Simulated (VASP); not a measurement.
Runs of VASP 6.6.1 on SiB5C. The structure is that of space group C2/m (No. 12), or close to it. The cells are those of the table. 

```tsv
cell	k mesh	smearing	gap on the mesh (eV)	pressure (GPa)	largest force (eV/Å)
a = 5.256, b = 5.256, c = 5.271 Å, angles 69.2, 69.2, 71.1°, 14 atoms	4 × 4 × 4	gaussian 0.1 eV	2.51	(b)	0.02
a = 5.199, b = 5.199, c = 5.214 Å, angles 110.6, 110.6, 71.2°, 14 atoms	6 × 6 × 6	gaussian 0.02 eV	2.45	(a)	0.03
a = 5.257, b = 5.257, c = 5.271 Å, angles 110.8, 110.8, 71.1°, 14 atoms	4 × 4 × 4	gaussian 0.2 eV	2.51	-0.1	0.03
a = 5.322, b = 5.322, c = 5.009 Å, angles 108.2, 108.2, 71.2°, 14 atoms	4 × 4 × 4	gaussian 0.2 eV	1.47	0.1	0.03
a = 5.255, b = 5.257, c = 5.269 Å, angles 69.2, 69.2, 71.1°, 14 atoms	4 × 4 × 4	gaussian 0.1 eV	2.51	0.1	0.02
```

Alike in all rows: task single point; level PBE; potentials or basis VASP PAW PBE potentials, release 64 (Si, B, C); no spin polarisation; cutoff (eV) 520.

Question: Estimate the missing entries.

Answer: (a) 6.4; (b) 0.0.

A k mesh can miss the band edges.
